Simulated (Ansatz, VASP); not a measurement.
**NbAs: VASP beside Ansatz**

File INCAR:

```
SYSTEM = NbAs
ALGO = Normal
EDIFF = 1E-6
ENCUT = 500
GGA = PS
GGA_COMPAT = .FALSE.
ISIF = 2
ISMEAR = -1
LASPH = .TRUE.
LCHARG = .TRUE.
LELF = .TRUE.
LREAL = .FALSE.
LVHAR = .TRUE.
LWAVE = .FALSE.
NBANDS = 16
NELM = 120
PREC = Accurate
SIGMA = 0.1
```

Contents of KPOINTS:

```
k-points
0
G
  13 13 13
  0 0 0
```

File POSCAR:

```
NbAs
1.0
    2.8899221512      0.0000000000      0.0000000000
    0.0000000000      2.8899221512      0.0000000000
    0.0000000000      0.0000000000      2.8899221512
Nb As
1 1
Direct
    0.0000000000      0.0000000000      0.0000000000
    0.5000000000      0.5000000000      0.5000000000
```

Input for Ansatz:

```yaml
crystal:
  lattice:
    - [2.8899221512, 0.0, 0.0]
    - [0.0, 2.8899221512, 0.0]
    - [0.0, 0.0, 2.8899221512]
  atoms:
    - { symbol: Nb, position: [0.0, 0.0, 0.0] }
    - { symbol: As, position: [0.5, 0.5, 0.5] }
kpoints:
  mp_grid: { grid: [13, 13, 13] }
scf:
  occupations: { method: fermi_dirac, width: 0.1 }
hamiltonian:
  xc: pbesol
  pseudopotentials: { kind: all_electron, lapw: { basis_error: 0.001 } }
output:
  forces: true
  stress: true
  eigenvalues: true
  populations: true
```

Change from the starting cell: volume scaled by 0.75, LAPW.

Alike in both runs: task single point; functional PBEsol; k mesh 13 × 13 × 13; occupations fermi-dirac, width 0.1 eV; no spin polarisation.

```csv
,VASP,Ansatz
version,VASP 6.6.1,Ansatz 0.2.0
potentials or method,"VASP PAW PBE potentials, release 64 (Nb_sv, As), cutoff 500 eV","all-electron LAPW, scalar-relativistic"
```

Ansatz gave:

| Quantity | Value |
| --- | --- |
| pressure (GPa) | 97.6 |

Task: What did VASP give for the same quantities?

Result: Pressure (GPa): 98.8.

VASP's potentials were made for PBE, not for PBEsol. Both programs put the cell under a high pressure, so it lies far from rest at this level. Ansatz ran all-electron here, and VASP with PAW potentials.

Noted on VASP's run: the cell as given lies far from equilibrium.
